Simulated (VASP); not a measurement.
# GaP (I-4m2) in VASP: further runs

GaP is run at these levels: PBE; tasks: single point.

Program: VASP 6.6.1. These are calculated values, not measurements. Logs are shortened: lines on timing, memory, paths and dates and some standing lists are left out, and cuts for length are marked.

## (1) The cell of the first run

Symmetry: I-4m2, No. 119, tetragonal system. Conventional cell: a = 3.854 Å, b = 3.854 Å, c = 5.123 Å, α = 90.00°, β = 90.00°, γ = 90.00°. Ga (site symmetry -4m2) has 4 P at 2.31 Å within 3.1 Å. P (site symmetry -4m2) has 4 Ga at 2.31 Å within 3.1 Å.

## (2) Single point, PBE (strain -0.0600 x Voigt [0, 1, 0, 0, 0, 0])

The input, INCAR:

```
ALGO     = Normal         # electronic algorithm
EDIFF    = 1E-6           # SCF threshold, eV
ENCUT    = 520            # plane-wave cutoff, eV
GGA      = PE             # functional
ISIF     = 2              # what is computed and relaxed
ISMEAR   = 0              # smearing method
LASPH    = True           # aspherical terms in the spheres
LCHARG   = True           # write CHGCAR
LELF     = True           # ELF
LREAL    = False          # projectors in reciprocal space
LVHAR    = True         
LWAVE    = False          # write WAVECAR
NBANDS   = 16             # bands
NELM     = 60             # most SCF steps
PREC     = Accurate       # precision mode
SIGMA    = 0.05           # smearing width, eV
```

The input, KPOINTS:

```
k-points
0
Gamma
  8 8 8
```

The input, POSCAR:

```
GaP
1.0
    0.0000000000      2.5617350000      2.7252500000
    2.7252500000      0.0000000000      2.7252500000
    2.7252500000      2.5617350000      0.0000000000
Ga P
1 1
Direct
    0.0000000000      0.0000000000      0.0000000000
    0.7500000000      0.7500000000      0.7500000000
```

Potentials or basis: VASP PAW PBE potentials, release 64 (Ga_d, P).

Run with:

```bash
cat potpaw_PBE.64/Ga_d/POTCAR potpaw_PBE.64/P/POTCAR > POTCAR
mpirun -np 1 vasp_std > vasp.out
```

OUTCAR:

```text
EDIFF = 1E-6
   ENCUT = 520
   GGA = PE
   ISIF = 2
   ISMEAR = 0
   LASPH = True
   LREAL = False
   NELM = 60
   PREC = Accurate

 ion  position               nearest neighbor table
   1  0.000  0.000  0.000-   2 2.31   2 2.31   2 2.31   2 2.31
   2  0.750  0.750  0.750-   1 2.31   1 2.31   1 2.31   1 2.31

  LATTYP: Found a body centered tetragonal cell.
 ALAT       =     3.8540855109
 C/A-ratio  =     1.3293607486

  Lattice vectors:

 A1 = (   0.0000000000,  -2.5617350000,   2.7252500000)
 A2 = (   0.0000000000,  -2.5617350000,  -2.7252500000)
 A3 = (   2.7252500000,   2.5617350000,   0.0000000000)

Analysis of symmetry for initial positions (statically):
=====================================================================
 Subroutine PRICEL returns:
 Original cell was already a primitive cell.

 Routine SETGRP: Setting up the symmetry group for a
 body centered tetragonal supercell.

 Subroutine GETGRP returns: Found  8 space group operations
 (whereof  8 operations were pure point group operations)
 out of a pool of 16 trial point group operations.

The static configuration has the point symmetry D_2d.

Analysis of symmetry for dynamics (positions and initial velocities):
=====================================================================
 Subroutine PRICEL returns:
 Original cell was already a primitive cell.

 Routine SETGRP: Setting up the symmetry group for a
 body centered tetragonal supercell.

 Subroutine GETGRP returns: Found  8 space group operations
 (whereof  8 operations were pure point group operations)
 out of a pool of 16 trial point group operations.

The dynamic configuration has the point symmetry D_2d.

 Subroutine INISYM returns: Found  8 space group operations
 (whereof  8 operations are pure point group operations),
 and found     1 'primitive' translations

----------------------------------------------------------------------------------------

                                     Primitive cell

  volume of cell :      38.0519

  direct lattice vectors                    reciprocal lattice vectors
     0.000000000  2.561735000  2.725250000    -0.183469406  0.195180220  0.183469406
     2.725250000  0.000000000  2.725250000     0.183469406 -0.195180220  0.183469406
     2.725250000  2.561735000  0.000000000     0.183469406  0.195180220 -0.183469406

  length of vectors
     3.740250496  3.854085511  3.740250496     0.324680403  0.324680403  0.324680403

  position of ions in fractional coordinates (direct lattice)
     0.000000000  0.000000000  0.000000000
     0.750000000  0.750000000  0.750000000

  ion indices of the primitive-cell ions
   primitive index   ion index
                 1           1
                 2           2

----------------------------------------------------------------------------------------

 KPOINTS: k-points

Automatic generation of k-mesh.
 Grid dimensions read from file:
 generate k-points for:    8    8    8

 Generating k-lattice:

  Cartesian coordinates                     Fractional coordinates (reciprocal lattice)
    -0.022933676  0.024397527  0.022933676     0.125000000  0.000000000  0.000000000
     0.022933676 -0.024397527  0.022933676     0.000000000  0.125000000  0.000000000
     0.022933676  0.024397527 -0.022933676     0.000000000  0.000000000  0.125000000

  Length of vectors
     0.040585050  0.040585050  0.040585050

  Shift w.r.t. Gamma in fractional coordinates (k-lattice)
     0.000000000  0.000000000  0.000000000

 Subroutine IBZKPT returns following result:
 ===========================================

 Found     59 irreducible k-points:

 Following reciprocal coordinates:
            Coordinates               Weight
  0.000000  0.000000  0.000000      1.000000
  0.125000  0.000000 -0.000000      8.000000
  0.250000  0.000000 -0.000000      8.000000
  0.375000  0.000000 -0.000000      8.000000
  0.500000  0.000000 -0.000000      4.000000
  0.125000  0.125000  0.000000      4.000000
[... 16 lines left out ...]
  0.250000  0.000000  0.125000      8.000000
  0.375000  0.000000  0.125000      8.000000
 [... further k-points ...]
   k-points           NKPTS =     59   k-points in BZ     NKDIM =     59   number of bands    NBANDS=     16
   number of dos      NEDOS =    301   number of ions     NIONS =      2
   total plane-waves  NPLWV =  23520
   dimension x,y,z NGX =    28 NGY =   30 NGZ =   28
   dimension x,y,z NGXF=    56 NGYF=   60 NGZF=   56
   ions per type =               1   1
   NGX,Y,Z   is equivalent  to a cutoff of  12.45, 12.94, 12.45 a.u.
   NGXF,Y,Z  is equivalent  to a cutoff of  24.89, 25.88, 24.89 a.u.
 SYSTEM =  unknown system
   PREC   = accura    normal or accurate (medium, high low for compatibility)
   ISTART =      0    job   : 0-new  1-cont  2-samecut
   ICHARG =      2    charge: 1-file 2-atom 10-const
   ISPIN  =      1    spin polarized calculation?
   LNONCOLLINEAR =      F non collinear calculations
   LSORBIT =      F    spin-orbit coupling
   LASPH  =      T    aspherical Exc in radial PAW
   ENCUT  =  520.0 eV  38.22 Ry    6.18 a.u.   6.95  7.17  6.95*2*pi/ulx,y,z
   NELM   =     60;   NELMIN=  2; NELMDL= -5     # of ELM steps
   EDIFF  = 0.1E-05   stopping-criterion for ELM
   LREAL  =      F    real-space projection
   EDIFFG = 0.1E-04   stopping-criterion for IOM
   NSW    =      0    number of steps for IOM
   IBRION =     -1    ionic relax: 0-MD 1-quasi-New 2-CG
   NFREE  =      0    steps in history (QN), initial steepest desc. (CG)
   ISIF   =      2    stress and relaxation
   ISYM   =      2    0-nonsym 1-usesym 2-fastsym
   POTIM  = 0.5000    time-step for ionic-motion
   TEBEG  =    0.0;   TEEND  =   0.0 temperature during run
   PSTRESS=    0.0 pullay stress
   NELECT =      18.0000    total number of electrons
   NUPDOWN=      -1.0000    fix difference up-down
   EMIN   =  10.00;   EMAX   =-10.00  energy-range for DOS
   EFERMI =   0.00;   METHOD = LEGACY
   ISMEAR =     0;   SIGMA  =   0.05  broadening in eV -4-tet -1-fermi 0-gaus
   EFERMI_NEDOS =   21; number of points for ismear=-14 and -15
   IALGO  =     38    algorithm
   IMIX   =      4    mixing-type and parameters
     AMIX     =   0.40;   BMIX     =  1.00
     AMIX_MAG =   1.60;   BMIX_MAG =  1.00
  volume/ion in A,a.u.               =      19.03       128.39
  Fermi-wavevector in a.u.,A,eV,Ry     =   1.275577  2.410491 22.137997  1.627097
  Thomas-Fermi vector in A             =   2.408281
   LORBIT       =      0    0 simple, 1 ext, 2 COOP (PROOUT), +10 PAW based schemes
   GGA     = PE    functional components
   LHFCALC =     F    Hartree Fock is set to
   AEXX    =    0.0000 exact exchange contribution
   IVDW    =     0    specifies the selected vdW correction
   LEPSILON=     F    determine dielectric tensor
   LRPA    =     F    only Hartree local field effects (RPA)
 non-spin polarized calculation
 Gauss-broadening in eV      SIGMA  =   0.05
  energy-cutoff  :      520.00
  volume of cell :       38.05
 maximum number of plane-waves:      1043
   NGX = 13   NGY = 15   NGZ = 13

 number of electron      17.9999997 magnetization

 Free energy of the ion-electron system (eV)
  ---------------------------------------------------
  ext. energy  EPLUGINS =         0.00000000
  ---------------------------------------------------
  free energy    TOTEN  =        -9.01372690 eV

  energy without entropy =       -9.01372690  energy(sigma->0) =       -9.01372690

 E-fermi :   5.7286     XC(G=0): -10.1225

 val. band max:        5.5236321250   @ k =   0.0000   0.0000   0.0000
 cond. band min:       6.4599821111   @ k =   0.3750   0.0000   0.3750
 fundamental gap:      0.9363499862
 Fermi energy:         5.7286331063

 k-point     1 :       0.0000    0.0000    0.0000
  band No.  band energies     occupation
      1      -9.3722      2.00000
      2      -9.3722      2.00000
      3      -9.3538      2.00000
      4      -9.2526      2.00000
      5      -9.2440      2.00000
      6      -7.6603      2.00000
[... 8 lines left out ...]
     15      14.6081      0.00000
     16      15.6669      0.00000

 k-point     2 :       0.1250    0.0000   -0.0000
  band No.  band energies     occupation
      1      -9.3866      2.00000
      2      -9.3664      2.00000
      3      -9.3529      2.00000
      4      -9.2531      2.00000
      5      -9.2433      2.00000
      6      -7.4400      2.00000
[... 8 lines left out ...]
     15      14.7521      0.00000
     16      15.4120      0.00000

 k-point     3 :       0.2500    0.0000   -0.0000
  band No.  band energies     occupation
      1      -9.4243      2.00000
      2      -9.3542      2.00000
      3      -9.3425      2.00000
      4      -9.2530      2.00000
      5      -9.2395      2.00000
      6      -6.8166      2.00000
[... 8 lines left out ...]
     15      14.3519      0.00000
     16      15.6248      0.00000

 k-point     4 :       0.3750    0.0000   -0.0000
  band No.  band energies     occupation
      1      -9.4578      2.00000
      2      -9.3453      2.00000
      3      -9.3335      2.00000
      4      -9.2504      2.00000
      5      -9.2323      2.00000
      6      -5.9371      2.00000
[... 8 lines left out ...]
     15      15.7948      0.00000
     16      15.9045      0.00000
[... 324 lines left out ...]
 k-point    22 :       0.1250    0.0000    0.1250
  band No.  band energies     occupation
      1      -9.3862      2.00000
      2      -9.3608      2.00000
      3      -9.3607      2.00000
      4      -9.2594      2.00000
      5      -9.2391      2.00000
      6      -7.3449      2.00000
[... 8 lines left out ...]
     15      14.8889      0.00000
     16      15.9279      0.00000

 k-point    23 :       0.2500    0.0000    0.1250
  band No.  band energies     occupation
      1      -9.4217      2.00000
      2      -9.3477      2.00000
      3      -9.3466      2.00000
      4      -9.2647      2.00000
      5      -9.2338      2.00000
      6      -6.8371      2.00000
[... 8 lines left out ...]
     15      15.1530      0.00000
     16      16.7274      0.00000

 k-point    24 :       0.3750    0.0000    0.1250
  band No.  band energies     occupation
      1      -9.4547      2.00000
      2      -9.3372      2.00000
      3      -9.3346      2.00000
      4      -9.2643      2.00000
      5      -9.2279      2.00000
      6      -6.0164      2.00000
[... 8 lines left out ...]
     15      16.4726      0.00000
     16      16.5954      0.00000

 [... further k-points ...]
[... 5 lines left out ...]
  --------------------------------------------------------------------------------------
  -------------------------------------------------------------------------------------
  Total        1.6985927      2.6409137      1.6985927      0.0000000     -0.0000000      0.0000000
  in kB       71.5192490    111.1956768     71.5192490      0.0000000     -0.0000000      0.0000000
  external PRESSURE =      84.7447249 kB  Pullay stress =       0.0000000 kB

 VOLUME and BASIS-vectors are now :
 -----------------------------------------------------------------------------
  energy-cutoff  :      520.00
  volume of cell :       38.05
      direct lattice vectors                 reciprocal lattice vectors
     0.000000000  2.561735000  2.725250000    -0.183469406  0.195180220  0.183469406
     2.725250000  0.000000000  2.725250000     0.183469406 -0.195180220  0.183469406
     2.725250000  2.561735000  0.000000000     0.183469406  0.195180220 -0.183469406

 POSITION                                       TOTAL-FORCE (eV/Angst)
 -----------------------------------------------------------------------------------
      0.00000      0.00000      0.00000         0.000000      0.000000      0.000000
      4.08788      3.84260      4.08788        -0.000000      0.000000     -0.000000
 -----------------------------------------------------------------------------------
    total drift:                                0.000000      0.000007      0.000000

  FREE ENERGIE OF THE ION-ELECTRON SYSTEM (eV)
  ---------------------------------------------------
  free  energy   TOTEN  =        -9.0137268959 eV

  energy  without entropy=       -9.0137268959  energy(sigma->0) =       -9.01372690
```

It took 27 s on 1 thread of Intel Xeon Platinum 8488C (Sapphire Rapids), shared host; peak memory 0.18 GiB.

Results:

```yaml
Free_energy: -9.0137 eV
Pressure: 8.5 GPa
Band_gap_on_the_k_mesh: 0.94 eV, indirect (least direct gap 2.10 eV)
```

Stress tensor (GPa, compression positive):
```
 7.15  0.00  0.00
 0.00 11.12  0.00
 0.00  0.00  7.15
```

Caveat: the cell differs from its parent crystal (strain -0.0600 x Voigt [0, 1, 0, 0, 0, 0]).

## (3) Single point, PBE (strain -0.0450 x Voigt [0, 1, 0, 0, 0, 0])

The input, INCAR:

```
PREC     = Accurate       # precision mode
ENCUT    = 520            # plane-wave cutoff, eV
EDIFF    = 1E-6           # SCF threshold, eV
ISMEAR   = 0              # smearing method
SIGMA    = 0.05           # smearing width, eV
LREAL    = False          # projectors in reciprocal space
LASPH    = True           # aspherical terms in the spheres
NELM     = 80             # most SCF steps
ALGO     = Normal         # electronic algorithm
ISIF     = 2              # what is computed and relaxed
LWAVE    = False          # write WAVECAR
LCHARG   = True           # write CHGCAR
GGA      = PE             # functional
LELF     = True           # ELF
LVHAR    = True         
NBANDS   = 16             # bands
```

The input, KPOINTS:

```
regular mesh
0
Gamma
  8 8 8
```

The input, POSCAR:

```
GaP
1.0
    0.0000000000      2.6026137500      2.7252500000
    2.7252500000      0.0000000000      2.7252500000
    2.7252500000      2.6026137500      0.0000000000
Ga P
1 1
Direct
    0.0000000000      0.0000000000      0.0000000000
    0.7500000000      0.7500000000      0.7500000000
```

Potentials or basis: VASP PAW PBE potentials, release 64 (Ga_d, P).

Run with:

```bash
cat potpaw_PBE.64/Ga_d/POTCAR potpaw_PBE.64/P/POTCAR > POTCAR
mpirun -np 1 vasp_std > vasp.out
```

It took 26 s on 1 thread of Intel Xeon Platinum 8488C (Sapphire Rapids), shared host; peak memory 0.18 GiB.

The run converged. Its results:

* Free energy: -9.0518 eV
* Pressure: 6.8 GPa
* Band gap on the k mesh: 1.12 eV, indirect (least direct gap 2.03 eV)

Stress tensor (GPa, compression positive):
```
5.77 0.00 0.00
0.00 8.85 0.00
0.00 0.00 5.77
```

Levels at points of the mesh, in eV from the valence-band top:
```csv
k point,band 5,band 6,band 7,band 8,band 9,band 10,band 11,band 12,band 13,band 14
"(0.00, 0.00, 0.00)",-14.69,-13.01,-0.25,-0.25,0.00,2.03,3.66,3.76,3.76,8.83
"(0.50, 0.00, 0.00)",-14.67,-10.78,-7.06,-1.54,-1.16,1.60,4.36,4.79,8.23,10.98
"(0.50, 0.50, 0.00)",-14.67,-9.90,-7.24,-2.91,-2.87,1.51,1.76,10.61,10.68,11.27
"(0.50, 0.00, 0.50)",-14.66,-9.68,-6.92,-3.22,-3.22,1.18,1.31,10.74,10.74,11.73
```

Caveat: the cell differs from its parent crystal (strain -0.0450 x Voigt [0, 1, 0, 0, 0, 0]).
